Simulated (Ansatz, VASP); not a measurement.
InRu2: VASP beside Ansatz

INCAR

```
SYSTEM = InRu2
PREC     = Accurate       ! precision mode
ENCUT    = 520            ! plane-wave cutoff, eV
EDIFF    = 1E-6           ! SCF threshold, eV
ISMEAR   = 0              ! smearing method
SIGMA    = 0.1            ! smearing width, eV
LREAL    = .False.        ! projectors in reciprocal space
LASPH    = .True.         ! aspherical terms in the spheres
NELM     = 150            ! most SCF steps
ALGO     = Normal         ! electronic algorithm
ISIF     = 2              ! what is computed and relaxed
LWAVE    = .False.        ! write WAVECAR
LCHARG   = .False.        ! write CHGCAR
ISPIN    = 2              ! spin polarisation
MAGMOM   = 0 1 1          ! initial moments
LORBIT   = 11             ! projections on sites
LMAXMIX  = 4              ! l up to which the mixer works
GGA      = PE             ! functional
NBANDS   = 32             ! bands
```

Contents of KPOINTS:

```
regular mesh
0
Gamma
  6 6 4
  0 0 0
```

POSCAR

```
InRu2
1.0
    2.8687972111      0.0000000000      0.0000000000
    0.0000000000      2.8687972111      0.0000000000
    0.0000000000      0.0000000000      6.3632770317
In Ru
1 2
Direct
    0.0000000000      0.0000000000      0.5000000000
    0.5000000000      0.0000000000      0.8787038346
    0.0000000000      0.5000000000      0.1212961654
```

Input for Ansatz:

```yaml
crystal:
  lattice:
    - [2.8687972111, 0.0, 0.0]
    - [0.0, 2.8687972111, 0.0]
    - [0.0, 0.0, 6.3632770317]
  atoms:
    - { symbol: In, position: [0.0, 0.0, 0.5] }
    - { symbol: Ru, position: [0.5, 0.0, 0.8787038346], spin: 1.0 }
    - { symbol: Ru, position: [0.0, 0.5, 0.1212961654], spin: 1.0 }
basis:
  ecutwfc: 420
kpoints:
  mp_grid: { grid: [6, 6, 4] }
hamiltonian:
  xc: pbe
scf:
  occupations: { method: gaussian, width: 0.1 }
  lower_state_search: "off"
output:
  forces: true
  stress: true
  eigenvalues: true
  populations: true
magnetization:
  spin_polarized: true
```

Change from the starting cell: species swapped into the AgI2 type (P-4m2, No. 115).

Alike in both runs: task single point; functional PBE; k mesh 6 × 6 × 4; occupations gaussian, width 0.1 eV; collinear spin.

|  | VASP | Ansatz |
| --- | --- | --- |
| version | VASP 6.6.1 | Ansatz 0.2.0 |
| potentials or method | VASP PAW PBE potentials, release 64 (In_d, Ru_pv), cutoff 520 eV | scalar-relativistic, plane waves, PAW |
| valence electrons in the cell | 41 | 45 |

VASP gave:

* gap on the k mesh at the Fermi level (eV): none
* pressure (GPa): 0.0
* traceless stress, the component that is largest in VASP (GPa): 0.17
* rms of the force components (eV/Å): 0.005
* net moment per atom (μB): 0.00

Question: What did Ansatz give for the same quantities?

Answer: gap on the k mesh at the Fermi level (eV): none; pressure (GPa): 0.0; traceless stress, the component that is largest in VASP (GPa): 0.13; rms of the force components (eV/Å): 0.001; net moment per atom (μB): 0.00.

Atom by atom the forces differ by 0.004 eV/Å (rms over components). A gap of «none» marks a metal or a gap that the smearing closes. The functional is the same, so the differences come from potentials, cutoffs and numerics. VASP's potentials hold 41 valence electrons a cell and Ansatz's 45, so a difference there can come from the potentials and not from the codes. Ansatz's warnings: seeded moment not kept.

The k mesh is coarse, so the values compare programs but aren't converged.
